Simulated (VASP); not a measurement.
The system is AlN.

```
Al N
1.0
     0.00000    2.20159    2.20159
     2.20159    0.00000    2.20159
     2.20159    2.20159    0.00000
Al N
1 1
Direct
  0.00000 0.00000 0.00000
  0.75000 0.75000 0.75000
```

| Quantity | Value |
| --- | --- |
| Program | VASP 6.6.1 |
| Task | relaxation of cell and atoms |
| Functional | PBEsol |
| Potentials or basis | VASP PAW PBE potentials, release 64 (Al, N) |
| Cutoff | 600 eV |
| k mesh | 10 × 10 × 10 |
| Occupations | fermi-dirac, width 0.02 eV |
| Spin | no spin polarisation |

At the start: pressure -3.6 GPa; volume 10.67 Å³/atom.

Q: Where does the relaxation end?

A: Over 3 steps the energy falls by 2.2 meV/atom and the volume is 10.48 Å³/atom (-1.8 %); space group F-43m (No. 216, to 0.1 Å) before and after.

The path:
```
step  energy change (eV)  largest force (eV/Å)  pressure (GPa)  volume (Å³)
   1              0.0000                0.0000           -3.55        21.34
   2             -0.0008                0.0000            3.39        20.62
   3             -0.0043                0.0000           -0.01        20.96
```

Final structure:
```cif
data_structure
_symmetry_space_group_name_H-M 'P 1'
_symmetry_Int_Tables_number 1
_cell_length_a 3.0947
_cell_length_b 3.0947
_cell_length_c 3.0947
_cell_angle_alpha 60.000
_cell_angle_beta 60.000
_cell_angle_gamma 60.000
_cell_volume 20.96
loop_
_atom_site_label
_atom_site_type_symbol
_atom_site_fract_x
_atom_site_fract_y
_atom_site_fract_z
_atom_site_occupancy
Al1 Al 0.00000 0.00000 0.00000 1
N1 N 0.75000 0.75000 0.75000 1
```

Caveat: the PAW data sets were made with another functional, which shifts forces and pressure a little.
